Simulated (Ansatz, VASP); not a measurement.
One calculation of CuAu, two programs

```
Cu Au
1.0
     2.80930    0.00000    0.00000
     0.00000    2.80930    0.00000
     0.00000    0.00000    3.68219
Cu Au
1 1
Direct
  0.50000 0.50000 0.50000
  0.00000 0.00000 0.00000
```

Change from the starting cell: volume scaled by 1.01, PAW files.

Alike in both runs: task electric field gradients; functional PBEsol; k mesh 13 × 13 × 10; occupations fermi-dirac, width 0.05 eV; no spin polarisation.

|  | VASP | Ansatz |
| --- | --- | --- |
| version | VASP 6.6.1 | Ansatz 0.2.0 |
| potentials or method | VASP PAW PBE potentials, release 64 (Cu, Au) | PAW with Ansatz's default frozen-core files, scalar-relativistic |
| plane-wave cutoff (eV) | 520 | 420 |
| valence electrons in the cell | 22 | 38 |

|  | VASP | Ansatz | Ansatz less VASP |
| --- | --- | --- | --- |
| pressure (GPa) | -3.5 | -3.6 | -0.07 |
| traceless stress, the component that is largest in VASP (GPa) | 0.39 | 0.33 | -0.067 |
| size of Vzz on the site where it differs most (V/Å²) | 77.3 | 50.7 | -26.57 |

VASP's potentials were made for PBE, not for PBEsol. VASP's potentials hold 22 valence electrons a cell and Ansatz's 38, so a difference there can come from the potentials and not from the codes.

Neither program's run includes spin-orbit coupling.
